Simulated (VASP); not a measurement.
A run of VASP 6.6.1:

The input INCAR:

```
SYSTEM = ZrB2
  PREC = Accurate
  ENCUT = 520
  EDIFF = 1E-7
  ISMEAR = -1
  SIGMA = 0.05
  LREAL = .False.
  LASPH = .True.
  NELM = 60
  ALGO = Normal
  ISIF = 2
  LWAVE = .False.
  LCHARG = .True.
  GGA = PS
  LELF = .True.
  LVHAR = .True.
  NBANDS = 16
```

KPOINTS

```
Automatic mesh
0
Gamma
  10 10 8
  0 0 0
```

File POSCAR:

```
ZrB2
1.0
    3.1535135631      0.0000000000      0.0000000000
   -1.5767567816      2.7310228569      0.0000000000
    0.0000000000      0.0000000000      3.5106077979
Zr B
1 2
Direct
    0.0000000000      0.0000000000      0.0000000000
    0.6666666667      0.3333333333      0.5000000000
    0.3333333333      0.6666666667      0.5000000000
```

Potentials or basis: VASP PAW PBE potentials, release 64 (Zr_sv, B).

Run with:

```console
$ cat potpaw_PBE.64/Zr_sv/POTCAR potpaw_PBE.64/B/POTCAR > POTCAR
$ mpirun -np 1 vasp_std > vasp.out
```

Hardware: 1 thread of Intel Xeon 8259CL (shared host).

Question: How long does it take, and how much memory?

Answer: It took 48 s on 1 thread of Intel Xeon 8259CL, with other jobs on the host, peak memory 0.16 GiB. Counts: scf iterations 14, k points 70.
